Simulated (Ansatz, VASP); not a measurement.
**LiF in VASP and in Ansatz**

```
Li F
1.0
     0.00000    2.01400    2.01400
     1.93847    0.00000    2.01400
     1.93847    2.01400    0.00000
Li F
1 1
Direct
  0.00000 0.00000 0.00000
  0.50000 0.50000 0.50000
```

Change from the starting cell: strain -0.0375 x Voigt [1, 0, 0, 0, 0, 0], atoms carried along.

Alike in both runs: task single point; functional r2SCAN; k mesh 10 × 10 × 10; occupations gaussian, width 0.05 eV; no spin polarisation.

|  | VASP | Ansatz |
| --- | --- | --- |
| version | VASP 6.6.1 | Ansatz 0.2.0 |
| potentials or method | VASP PAW PBE potentials, release 64 (Li_sv, F), cutoff 520 eV | scalar-relativistic, plane waves, PAW |
| valence electrons in the cell | 10 | 10 |

VASP gave:

```
gap on the k mesh at the Fermi level (eV) : 10.61
least direct gap on the mesh (eV)         : 10.61
```

Which values does Ansatz return?

gap on the k mesh at the Fermi level (eV): 10.38; least direct gap on the mesh (eV): 10.38.

VASP's potentials were made for PBE, not for r2SCAN. With one functional, cell and mesh, what is left measures potentials, basis and numerics.

Noted on VASP's run: the cutoff is short for stress, so the pressure is rough.
